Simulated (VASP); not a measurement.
Ru, 2 atoms in the cell. It takes space group P6_3/mmc (No. 194, hexagonal). The conventional cell has a = 2.750 Å, b = 2.750 Å, c = 4.352 Å, α = 90.00°, β = 90.00°, γ = 120.00°. Within 3.6 Å of Ru (site symmetry -6m2) lie 12 Ru at 2.69 to 2.75 Å. 

| Quantity | Value |
| --- | --- |
| Program | VASP 6.6.1 |
| Task | single point |
| Functional | PBE |
| Potentials or basis | VASP PAW PBE potentials, release 64 (Ru_pv) |
| Cutoff | 520 eV |
| k mesh | 12 × 12 × 7 |
| Occupations | methfessel-paxton, width 0.05 eV |
| Spin | no spin polarisation |
| Dipole correction | no |
| Further INCAR settings | ALGO = Normal; EDIFF = 1e-06; NBANDS = 21 |

Potentials or basis: VASP PAW PBE potentials, release 64 (Ru_pv).

Launch:

```bash
$ cat potpaw_PBE.64/Ru_pv/POTCAR > POTCAR
$ mpirun -np 1 vasp_std > vasp.out
```

Hardware: 1 thread of Intel(R) Xeon(R) Platinum 8259CL CPU @ 2.50GHz (Skylake/Cascade Lake), with other jobs on the host.

Q: How long does it take, and how much memory?

A: Wall time 40 s on 1 thread of Intel(R) Xeon(R) Platinum 8259CL CPU @ 2.50GHz (Skylake/Cascade Lake) (shared host), peak memory 0.16 GiB. Counts: scf iterations 12, k points 76.
